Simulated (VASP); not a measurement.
# C (C2/m) in VASP: a series of runs

C is run at these levels: LDA; tasks: single point.

Everything below comes from runs of VASP 6.6.1. Logs are shortened: lines on timing, memory, paths and dates and some standing lists are left out, and cuts for length are marked.

**1. The cell of the first run**

Symmetry: C2/m, No. 12, monoclinic system. Conventional cell: a = 2.446 Å, b = 4.233 Å, c = 3.571 Å, α = 90.00°, β = 109.45°, γ = 90.00°. Within 1.9 Å of C (site symmetry 2) lie 3 C at 1.41 Å.

**2. Single point, LDA (shear of c along a, cell held: +1.0 %, then relaxed in part)**

The input, INCAR:

```
SYSTEM = C
ALGO = Normal
EDIFF = 1E-7
ENCUT = 520
GGA = CA
ISIF = 2
ISMEAR = 0
LASPH = .TRUE.
LCHARG = .TRUE.
LELF = .TRUE.
LREAL = .FALSE.
LVHAR = .TRUE.
LWAVE = .FALSE.
NBANDS = 26
NELM = 100
PREC = Accurate
SIGMA = 0.1
```

The input, KPOINTS:

```
k-points
0
G
  14 8 6
  0 0 0
```

The input, POSCAR:

```
C
1.0
    2.4455497234      0.0000000000      0.0000000000
    0.0000000000      4.2334729555      0.0000000000
    0.0673532197      0.0000000000      6.7353219677
C
8
Direct
    0.5000000000      0.6666863146      0.5000000000
    0.0000000000      0.8333136854      0.5000000000
    0.5000000000      0.1666863146      0.0000000000
    0.0000000000      0.3333136854      0.0000000000
    0.0000000000      0.6666863146      0.0000000000
    0.5000000000      0.8333136854      0.0000000000
    0.0000000000      0.1666863146      0.5000000000
    0.5000000000      0.3333136854      0.5000000000
```

Potentials or basis: VASP PAW LDA potentials, release 64 (C).

Started as:

```
$ cat potpaw_LDA.64/C/POTCAR > POTCAR
$ mpirun -np 1 vasp_std > vasp.out
```

OUTCAR:

```text
SYSTEM = C
   EDIFF = 1E-7
   ENCUT = 520
   GGA = CA
   ISIF = 2
   ISMEAR = 0
   LASPH = .TRUE.
   LREAL = .FALSE.
   NELM = 100
   PREC = Accurate

 ion  position               nearest neighbor table
   1  0.500  0.667  0.500-   8 1.41   2 1.41   2 1.41
   2  0.000  0.833  0.500-   7 1.41   1 1.41   1 1.41
   3  0.500  0.167  0.000-   6 1.41   4 1.41   4 1.41
   4  0.000  0.333  0.000-   5 1.41   3 1.41   3 1.41
   5  0.000  0.667  0.000-   4 1.41   6 1.41   6 1.41
   6  0.500  0.833  0.000-   3 1.41   5 1.41   5 1.41
   7  0.000  0.167  0.500-   2 1.41   8 1.41   8 1.41
   8  0.500  0.333  0.500-   1 1.41   7 1.41   7 1.41

  LATTYP: Found a simple monoclinic cell.
 ALAT       =     2.4455497234
 B/A-ratio  =     1.7310925699
 C/A-ratio  =     2.7542513902
 COS(beta)  =    -0.0099995000

  Lattice vectors:

 A1 = (   2.4455497234,   0.0000000000,   0.0000000000)
 A2 = (   0.0000000000,  -4.2334729555,   0.0000000000)
 A3 = (  -0.0673532197,   0.0000000000,  -6.7353219677)

Analysis of symmetry for initial positions (statically):
=====================================================================
 Subroutine PRICEL returns following result:

  LATTYP: Found a base centered monoclinic cell.
 ALAT       =     2.4455497234
 B/A-ratio  =     1.7310925699
 C/A-ratio  =     1.4603782426
 COS(beta)  =    -0.3329476004

  Lattice vectors:

 A1 = (  -1.2227748617,  -2.1167364777,   0.0000000000)
 A2 = (  -1.2227748617,   2.1167364777,   0.0000000000)
 A3 = (   1.1890982518,   0.0000000000,  -3.3676609839)

   4 primitive cells build up your supercell.

 Routine SETGRP: Setting up the symmetry group for a
 simple monoclinic supercell.

 Subroutine GETGRP returns: Found  4 space group operations
 (whereof  4 operations were pure point group operations)
 out of a pool of  4 trial point group operations.

The static configuration has the point symmetry C_2h.

Analysis of symmetry for dynamics (positions and initial velocities):
=====================================================================
 Subroutine PRICEL returns following result:

  LATTYP: Found a base centered monoclinic cell.
 ALAT       =     2.4455497234
 B/A-ratio  =     1.7310925699
 C/A-ratio  =     1.4603782426
 COS(beta)  =    -0.3329476004

  Lattice vectors:

 A1 = (  -1.2227748617,  -2.1167364777,   0.0000000000)
 A2 = (  -1.2227748617,   2.1167364777,   0.0000000000)
 A3 = (   1.1890982518,   0.0000000000,  -3.3676609839)

   4 primitive cells build up your supercell.

 Routine SETGRP: Setting up the symmetry group for a
 simple monoclinic supercell.

 Subroutine GETGRP returns: Found  4 space group operations
 (whereof  4 operations were pure point group operations)
 out of a pool of  4 trial point group operations.

The dynamic configuration has the point symmetry C_2h.

 Subroutine INISYM returns: Found  4 space group operations
 (whereof  4 operations are pure point group operations),
 and found     4 'primitive' translations

----------------------------------------------------------------------------------------

                                     Primitive cell

  volume of cell :      17.4330

  direct lattice vectors                    reciprocal lattice vectors
    -1.222774862 -2.116736478  0.000000000    -0.408906018 -0.236212682 -0.144381942
    -1.222774862  2.116736478  0.000000000    -0.408906018  0.236212682 -0.144381942
     1.189098252  0.000000000 -3.367660984     0.000000000  0.000000000 -0.296942004

  length of vectors
     2.444535064  2.444535064  3.571427607     0.493808372  0.493808372  0.296942004

  position of ions in fractional coordinates (direct lattice)
     0.333313685  0.666686315  0.000000000
     0.666686315  0.333313685  0.000000000

  ion indices of the primitive-cell ions
   primitive index   ion index
                 1           1
                 2           8

----------------------------------------------------------------------------------------

 KPOINTS: k-points

Automatic generation of k-mesh.
 Grid dimensions read from file:
 generate k-points for:   14    8    6

 Generating k-lattice:

  Cartesian coordinates                     Fractional coordinates (reciprocal lattice)
     0.029207573  0.000000000 -0.000292076     0.071428571  0.000000000  0.000000000
     0.000000000  0.029526585  0.000000000     0.000000000  0.125000000  0.000000000
     0.000000000  0.000000000  0.024745167     0.000000000  0.000000000  0.166666667

  Length of vectors
     0.029209033  0.029526585  0.024745167

  Shift w.r.t. Gamma in fractional coordinates (k-lattice)
     0.000000000  0.000000000  0.000000000

 Subroutine IBZKPT returns following result:
 ===========================================

 Found    220 irreducible k-points:

 Following reciprocal coordinates:
            Coordinates               Weight
  0.000000  0.000000  0.000000      1.000000
  0.071429  0.000000  0.000000      2.000000
  0.142857  0.000000  0.000000      2.000000
  0.214286  0.000000  0.000000      2.000000
  0.285714  0.000000  0.000000      2.000000
  0.357143  0.000000  0.000000      2.000000
[... 16 lines left out ...]
  0.428571  0.250000  0.000000      4.000000
  0.500000  0.250000  0.000000      2.000000
 [... further k-points ...]
   k-points           NKPTS =    220   k-points in BZ     NKDIM =    220   number of bands    NBANDS=     26
   number of dos      NEDOS =    301   number of ions     NIONS =      8
   total plane-waves  NPLWV =  28800
   dimension x,y,z NGX =    18 NGY =   32 NGZ =   50
   dimension x,y,z NGXF=    36 NGYF=   64 NGZF=  100
   ions per type =               8
   NGX,Y,Z   is equivalent  to a cutoff of  12.24, 12.57, 12.34 a.u.
   NGXF,Y,Z  is equivalent  to a cutoff of  24.47, 25.13, 24.68 a.u.
 SYSTEM =  C
   PREC   = accura    normal or accurate (medium, high low for compatibility)
   ISTART =      0    job   : 0-new  1-cont  2-samecut
   ICHARG =      2    charge: 1-file 2-atom 10-const
   ISPIN  =      1    spin polarized calculation?
   LNONCOLLINEAR =      F non collinear calculations
   LSORBIT =      F    spin-orbit coupling
   LASPH  =      T    aspherical Exc in radial PAW
   ENCUT  =  520.0 eV  38.22 Ry    6.18 a.u.   4.55  7.87 12.52*2*pi/ulx,y,z
   NELM   =    100;   NELMIN=  2; NELMDL= -5     # of ELM steps
   EDIFF  = 0.1E-06   stopping-criterion for ELM
   LREAL  =      F    real-space projection
   EDIFFG = 0.1E-05   stopping-criterion for IOM
   NSW    =      0    number of steps for IOM
   IBRION =     -1    ionic relax: 0-MD 1-quasi-New 2-CG
   NFREE  =      0    steps in history (QN), initial steepest desc. (CG)
   ISIF   =      2    stress and relaxation
   ISYM   =      2    0-nonsym 1-usesym 2-fastsym
   POTIM  = 0.5000    time-step for ionic-motion
   TEBEG  =    0.0;   TEEND  =   0.0 temperature during run
   PSTRESS=    0.0 pullay stress
   NELECT =      32.0000    total number of electrons
   NUPDOWN=      -1.0000    fix difference up-down
   EMIN   =  10.00;   EMAX   =-10.00  energy-range for DOS
   EFERMI =   0.00;   METHOD = LEGACY
   ISMEAR =     0;   SIGMA  =   0.10  broadening in eV -4-tet -1-fermi 0-gaus
   EFERMI_NEDOS =   21; number of points for ismear=-14 and -15
   IALGO  =     38    algorithm
   IMIX   =      4    mixing-type and parameters
     AMIX     =   0.40;   BMIX     =  1.00
     AMIX_MAG =   1.60;   BMIX_MAG =  1.00
  volume/ion in A,a.u.               =       8.72        58.82
  Fermi-wavevector in a.u.,A,eV,Ry     =   1.262741  2.386234 21.694691  1.594515
  Thomas-Fermi vector in A             =   2.396134
   LORBIT       =      0    0 simple, 1 ext, 2 COOP (PROOUT), +10 PAW based schemes
   GGA     = CA    functional components
   LHFCALC =     F    Hartree Fock is set to
   AEXX    =    0.0000 exact exchange contribution
   IVDW    =     0    specifies the selected vdW correction
   LEPSILON=     F    determine dielectric tensor
   LRPA    =     F    only Hartree local field effects (RPA)
 non-spin polarized calculation
 Gauss-broadening in eV      SIGMA  =   0.10
  energy-cutoff  :      520.00
  volume of cell :       69.73
 maximum number of plane-waves:      1912
   NGX =  9   NGY = 15   NGZ = 25

 number of electron      32.0000012 magnetization

 Free energy of the ion-electron system (eV)
  ---------------------------------------------------
  ext. energy  EPLUGINS =         0.00000000
  ---------------------------------------------------
  free energy    TOTEN  =       -80.87904463 eV

  energy without entropy =      -80.87803082  energy(sigma->0) =      -80.87853772

 E-fermi :   4.6284     XC(G=0): -10.7779

 val. band max:        4.6151717895   @ k =   0.3571   0.0000   0.0000
 cond. band min:       4.6566979111   @ k =  -0.2857   0.0000   0.1667
 fundamental gap:      0.0415261216
 Fermi energy:         4.6284350496

 k-point     1 :       0.0000    0.0000    0.0000
  band No.  band energies     occupation
      1     -14.9552      2.00000
      2     -14.6463      2.00000
      3      -9.5206      2.00000
      4      -9.2930      2.00000
      5      -8.6949      2.00000
      6      -8.5192      2.00000
[... 18 lines left out ...]
     25      13.1821      0.00000
     26      14.6237      0.00000

 k-point     2 :       0.0714    0.0000    0.0000
  band No.  band energies     occupation
      1     -14.8631      2.00000
      2     -14.5560      2.00000
      3      -9.4433      2.00000
      4      -9.2175      2.00000
      5      -8.6135      2.00000
      6      -8.4395      2.00000
[... 18 lines left out ...]
     25      13.5467      0.00000
[... 608 lines left out ...]
     25      14.9282      0.00000
     26      15.7881      0.00000

 k-point    24 :       0.5000    0.2500    0.0000
  band No.  band energies     occupation
      1     -10.2373      2.00000
      2     -10.2373      2.00000
      3     -10.0253      2.00000
      4     -10.0253      2.00000
      5      -7.3701      2.00000
      6      -7.3701      2.00000
[... 18 lines left out ...]
     25      14.3785      0.00000
     26      14.3785      0.00000

 [... further k-points ...]

------------------------ aborting loop because EDIFF is reached ----------------------------------------

  FORCE on cell =-STRESS in cart. coord.  units (eV):
  Direction    XX          YY          ZZ          XY          YZ          ZX
  --------------------------------------------------------------------------------------
  -------------------------------------------------------------------------------------
  Total        0.6082399      0.5186819     -0.0996040      0.0000000      0.0000000     -0.0332320
  in kB       13.9750644     11.9173597     -2.2885242      0.0000000      0.0000000     -0.7635453
  external PRESSURE =       7.8679666 kB  Pullay stress =       0.0000000 kB

 VOLUME and BASIS-vectors are now :
 -----------------------------------------------------------------------------
  energy-cutoff  :      520.00
  volume of cell :       69.73
      direct lattice vectors                 reciprocal lattice vectors
     2.445549723  0.000000000  0.000000000     0.408906018  0.000000000 -0.004089060
     0.000000000  4.233472955  0.000000000     0.000000000  0.236212682  0.000000000
     0.067353220  0.000000000  6.735321968     0.000000000  0.000000000  0.148471002

 POSITION                                       TOTAL-FORCE (eV/Angst)
 -----------------------------------------------------------------------------------
      1.25645      2.82240      3.36766         0.000000     -0.007015     -0.000000
      0.03368      3.52781      3.36766         0.000000      0.007015      0.000000
      1.22277      0.70566      0.00000        -0.000000     -0.007015      0.000000
      0.00000      1.41107      0.00000        -0.000000      0.007015      0.000000
      0.00000      2.82240      0.00000        -0.000000     -0.007015     -0.000000
      1.22277      3.52781      0.00000         0.000000      0.007015     -0.000000
      0.03368      0.70566      3.36766         0.000000     -0.007015     -0.000000
      1.25645      1.41107      3.36766        -0.000000      0.007015      0.000000
 -----------------------------------------------------------------------------------
    total drift:                                0.000000      0.000000      0.000000

  FREE ENERGIE OF THE ION-ELECTRON SYSTEM (eV)
  ---------------------------------------------------
  free  energy   TOTEN  =       -80.8790446268 eV

  energy  without entropy=      -80.8780308178  energy(sigma->0) =      -80.87853772
```

It took 4 min on 1 thread of Intel Xeon Platinum 8259CL at 2.50GHz (Skylake/Cascade Lake), shared host; peak memory 0.34 GiB.

Results:

| Property | Result |
| --- | --- |
| Free energy | -80.8790 eV |
| Pressure | 0.8 GPa |
| Largest force | 0.007 eV/Å |
| Band gap on the k mesh | zero (band 16 reaches 4.77 eV, above the bottom of band 17 at 4.56 eV) |

Forces in eV/Å, atoms in the order of the input:
```
C    0.000 -0.007  0.000
C    0.000  0.007  0.000
C    0.000 -0.007  0.000
C    0.000  0.007  0.000
C    0.000 -0.007  0.000
C    0.000  0.007  0.000
C    0.000 -0.007  0.000
C    0.000  0.007  0.000
```

Caveat: the cell differs from its parent crystal (shear of c along a, cell held: +1.0 %, then relaxed in part).

**3. Single point, LDA (shear of c along a, cell held: -2.0 %, then relaxed in part)**

The input, INCAR:

```
ALGO     = Normal         # electronic algorithm
EDIFF    = 1E-6           # SCF threshold, eV
ENCUT    = 520            # plane-wave cutoff, eV
GGA      = CA             # functional
ISIF     = 2              # what is computed and relaxed
ISMEAR   = 0              # smearing method
LASPH    = True           # aspherical terms in the spheres
LCHARG   = True           # write CHGCAR
LELF     = True           # ELF
LREAL    = False          # projectors in reciprocal space
LVHAR    = True         
LWAVE    = False          # write WAVECAR
NBANDS   = 26             # bands
NELM     = 80             # most SCF steps
PREC     = Accurate       # precision mode
SIGMA    = 0.1            # smearing width, eV
```

The input, KPOINTS:

```
k-points
0
Gamma
  14 8 6
```

The input, POSCAR:

```
C
1.0
    2.4455497234      0.0000000000      0.0000000000
    0.0000000000      4.2334729555      0.0000000000
   -0.1347064394      0.0000000000      6.7353219677
C
8
Direct
    0.5000000000      0.6666863159      0.5000000000
    0.0000000000      0.8333136841      0.5000000000
    0.5000000000      0.1666863159      0.0000000000
    0.0000000000      0.3333136841      0.0000000000
    0.0000000000      0.6666863159      0.0000000000
    0.5000000000      0.8333136841      0.0000000000
    0.0000000000      0.1666863159      0.5000000000
    0.5000000000      0.3333136841      0.5000000000
```

Potentials or basis: VASP PAW LDA potentials, release 64 (C).

Started as:

```
$ cat potpaw_LDA.64/C/POTCAR > POTCAR
$ mpirun -np 1 vasp_std > vasp.out
```

Wall time 3.7 min (1 thread of Intel Xeon Platinum 8259CL at 2.50GHz (Skylake/Cascade Lake), shared host); peak memory 0.34 GiB.

Results (log left out):

```
Free energy            : -80.8785 eV
Pressure               : 0.8 GPa
Largest force          : 0.006 eV/Å
Band gap on the k mesh : zero (band 16 reaches 4.77 eV, above the bottom of band 17 at 4.54 eV)
```

Forces in eV/Å, atoms in the order of the input:
```
C    0.000 -0.006  0.000
C    0.000  0.006  0.000
C    0.000 -0.006  0.000
C    0.000  0.006  0.000
C    0.000 -0.006  0.000
C    0.000  0.006  0.000
C    0.000 -0.006  0.000
C    0.000  0.006  0.000
```

Stress tensor (GPa, compression positive):
```
 1.39  0.00  0.15
 0.00  1.20  0.00
 0.15  0.00 -0.22
```

Levels at points of the mesh, in eV from the Fermi level:
```tsv
k point	band 12	band 13	band 14	band 15	band 16	band 17	band 18	band 19	band 20	band 21
(0.00, 0.00, 0.00)	-2.97	-2.95	-2.94	-2.93	-1.59	0.91	2.53	3.80	7.56	7.96
(0.50, 0.00, 0.00)	-8.95	-3.45	-3.45	-2.03	-2.03	2.35	2.35	3.54	3.54	9.22
(0.00, 0.50, 0.00)	-5.03	-4.99	-4.99	-4.99	-4.99	5.63	5.63	7.10	7.10	7.72
(0.50, 0.50, 0.00)	-6.39	-2.47	-2.47	-2.47	-2.47	1.88	1.88	1.88	1.88	7.78
(0.00, 0.00, 0.50)	-2.95	-2.94	-2.94	-2.36	-2.36	1.64	1.64	6.43	6.43	7.75
(0.50, 0.00, 0.50)	-9.00	-2.85	-2.85	-2.71	-2.71	2.85	2.85	2.96	2.96	10.15
(0.00, 0.50, 0.50)	-6.02	-5.01	-5.01	-5.01	-5.01	7.33	7.33	7.33	7.33	7.95
(0.50, 0.50, 0.50)	-6.39	-2.43	-2.43	-2.30	-2.30	1.56	1.56	1.71	1.71	7.76
```

Caveat: the cell differs from its parent crystal (shear of c along a, cell held: -2.0 %, then relaxed in part).
